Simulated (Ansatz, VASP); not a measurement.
## One calculation of SnTe, two programs

```xyz
4
Lattice="5.2866 0.0000 0.0000 -2.6433 4.5783 0.0000 0.0000 0.0000 6.3554" Properties=species:S:1:pos:R:3 pbc="T T T"
Sn    0.0000    3.0522   -0.2922
Sn    2.6433    1.5261    2.8855
Te    0.0000    3.0522    2.6755
Te    2.6433    1.5261    5.8532
```

Alike in both runs: task single point; functional r2SCAN; k mesh 6 × 6 × 4; no spin polarisation.

```csv
,VASP,Ansatz
version,VASP 6.6.1,Ansatz 0.2.0
potentials or method,"VASP PAW PBE potentials, release 64 (Sn_d, Te)","plane waves, PAW"
plane-wave cutoff (eV),520,500
occupations,"gaussian, width 0.01 eV",fixed
valence electrons in the cell,40,60
```

|  | VASP | Ansatz | Ansatz less VASP |
| --- | --- | --- | --- |
| gap on the k mesh at the Fermi level (eV) | 0.41 | 0.41 | +0.003 |
| pressure (GPa) | 2.3 | 2.3 | 0.00 |
| traceless stress, the component that is largest in VASP (GPa) | 0.13 | 0.11 | -0.013 |
| rms of the force components (eV/Å) | 0.084 | 0.079 | -0.0052 |

VASP's potentials were made for PBE, not for r2SCAN. Atom by atom the forces differ by 0.005 eV/Å (rms over components). VASP's potentials hold 40 valence electrons a cell and Ansatz's 60, so a difference there can come from the potentials and not from the codes.

Neither program's run includes spin-orbit coupling.
